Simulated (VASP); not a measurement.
Write the native input for VASP 6.6.1 that does the following.

```
Task                   : relaxation of cell and atoms
Functional             : PBEsol
Potentials or basis    : VASP PAW PBE potentials, release 64 (B, N)
Cutoff                 : 600 eV
k mesh                 : 10 × 10 × 10
Occupations            : gaussian, width 0.01 eV
Spin                   : no spin polarisation
Target pressure        : 6 GPa
Dipole correction      : no
Further INCAR settings : ALGO = Normal; EDIFF = 1e-06; IBRION = 2; EDIFFG = -0.01; NSW = 80; ISIF = 3
```

The structure of BN lies in POSCAR:

```
BN
1.0
    0.0000000000      3.4953158300      2.1660912400
    1.2516321000      0.0000000000      2.1660912400
    1.2516321000      3.4953158300      0.0000000000
B N
1 1
Direct
    0.0000486500      0.0000486500      0.9999513500
    0.6666666667      0.6666666667      0.3333333333
```

These files were run (other wordings do the same):

INCAR

```
ALGO = Normal
EDIFF = 1E-6
EDIFFG = -0.01
ENCUT = 600
GGA = PS
IBRION = 2
ISIF = 3
ISMEAR = 0
LASPH = True
LCHARG = False
LREAL = False
LWAVE = False
NELM = 60
NSW = 80
PREC = Accurate
PSTRESS = 60.0
SIGMA = 0.01
```

KPOINTS

```
k-points
0
Gamma
  10 10 10
```

Potentials or basis: VASP PAW PBE potentials, release 64 (B, N).

The run is started by

```bash
$ cat potpaw_PBE.64/B/POTCAR potpaw_PBE.64/N/POTCAR > POTCAR
$ mpirun -np 1 vasp_std > vasp.out
```

Results of the run:

```json
{"Relaxed volume": "8.05 Å³/atom", "Relaxed cell": "a = 3.687 Å, b = 2.490 Å, c = 3.242 Å, α = 78.87°, β = 41.50°, γ = 59.63°", "Space group after relaxing (to 0.05 Å)": "Fmm2 (No. 42)", "Energy change on relaxing (the enthalpy is what falls)": "+18.8 meV/atom", "Ionic steps": "15", "Pressure after relaxing": "6.1 GPa", "Band gap on the k mesh": "2.72 eV, indirect (least direct gap 4.51 eV)"}
```

Caveat: the cell is relaxed towards a set pressure, so the enthalpy falls and the energy may rise; the volume moved by over 15 % at a fixed basis, so the end points are rough; the PAW data sets were made with another functional, which shifts forces and pressure a little.

Wall time 11 min on 1 thread of AMD EPYC 7R13, on a shared host, peak memory 0.14 GiB.
